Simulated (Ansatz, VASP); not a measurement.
KF in VASP and in Ansatz

```
K F
1.0
     0.00000    2.74034    2.67350
     2.74034    0.00000    2.67350
     2.74034    2.74034    0.00000
K F
1 1
Direct
  0.00000 0.00000 0.00000
  0.50000 0.50000 0.50000
```

Change from the starting cell: strain +0.025 along x and y, +0.000 along z, atoms carried along.

Alike in both runs: task single point; functional PBE; k mesh 8 × 8 × 8; occupations gaussian, width 0.05 eV; no spin polarisation.

|  | VASP | Ansatz |
| --- | --- | --- |
| version | VASP 6.6.1 | Ansatz 0.2.0 |
| potentials or method | VASP PAW PBE potentials, release 64 (K_sv, F), cutoff 520 eV | scalar-relativistic, plane waves, PAW |
| valence electrons in the cell | 16 | 16 |

|  | VASP | Ansatz | Ansatz less VASP |
| --- | --- | --- | --- |
| gap on the k mesh at the Fermi level (eV) | 5.88 | 5.90 | +0.015 |
| least direct gap on the mesh (eV) | 5.88 | 5.90 | +0.015 |
| pressure (GPa) | -0.2 | -0.2 | -0.01 |
| traceless stress, the component that is largest in VASP (GPa) | 0.77 | 0.74 | -0.031 |

The functional is the same, so the differences come from potentials, cutoffs and numerics.
